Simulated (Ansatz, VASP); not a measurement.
# Sn in VASP and in Ansatz

Contents of INCAR:

```
PREC     = Accurate       # precision mode
ENCUT    = 520            # plane-wave cutoff, eV
EDIFF    = 1E-8           # SCF threshold, eV
ISMEAR   = -1             # smearing method
SIGMA    = 0.05           # smearing width, eV
LREAL    = F              # projectors in reciprocal space
LASPH    = T              # aspherical terms in the spheres
NELM     = 80             # most SCF steps
ALGO     = Normal         # electronic algorithm
ISIF     = 2              # what is computed and relaxed
LWAVE    = F              # write WAVECAR
LCHARG   = F              # write CHGCAR
LEFG     = T            
NBANDS   = 21             # bands
```

Contents of KPOINTS:

```
Automatic mesh
0
Gamma
  11 11 11
```

File POSCAR:

```
Sn
1.0
    0.0000000000      3.2456000000      3.2456000000
    3.2456000000      0.0000000000      3.2456000000
    3.2456000000      3.2456000000      0.0000000000
Sn
2
Direct
    0.5000000000      0.5000000000      0.5000000000
    0.7500000000      0.7500000000      0.7500000000
```

Input for Ansatz:

```yaml
crystal:
  lattice:
    - [0.0, 3.2456, 3.2456]
    - [3.2456, 0.0, 3.2456]
    - [3.2456, 3.2456, 0.0]
  atoms:
    - { symbol: Sn, position: [0.5, 0.5, 0.5] }
    - { symbol: Sn, position: [0.75, 0.75, 0.75] }
kpoints:
  mp_grid: { grid: [11, 11, 11] }
  band_path:
    path:
      - [0.0, 0.0, 0.0]
      - [0.5, 0.0, 0.5]
      - [0.625, 0.25, 0.625]
      - [0.375, 0.375, 0.75]
      - [0.0, 0.0, 0.0]
      - [0.5, 0.5, 0.5]
      - [0.5, 0.25, 0.75]
      - [0.5, 0.0, 0.5]
    npoints: 5
scf:
  occupations: { method: fermi_dirac, width: 0.05 }
hamiltonian:
  xc: lda
  pseudopotentials: { kind: paw }
output:
  forces: true
  stress: true
  eigenvalues: true
  efg: { contact_densities: true }
```

Alike in both runs: task electric field gradients; functional LDA; k mesh 11 × 11 × 11; occupations fermi-dirac, width 0.05 eV; no spin polarisation.

|  | VASP | Ansatz |
| --- | --- | --- |
| version | VASP 6.6.1 | Ansatz 0.2.0 |
| potentials or method | VASP PAW LDA potentials, release 64 (Sn_d) | PAW with Ansatz's default frozen-core files, scalar-relativistic |
| plane-wave cutoff (eV) | 520 | 420 |
| valence electrons in the cell | 28 | 28 |

VASP gave:

```
pressure (GPa) : -0.4
```

Question: What did Ansatz give for the same quantities?

Answer: Pressure (GPa): -0.3.

LDA's correlation is that of Perdew and Zunger in VASP and of Perdew and Wang (1992) in Ansatz.
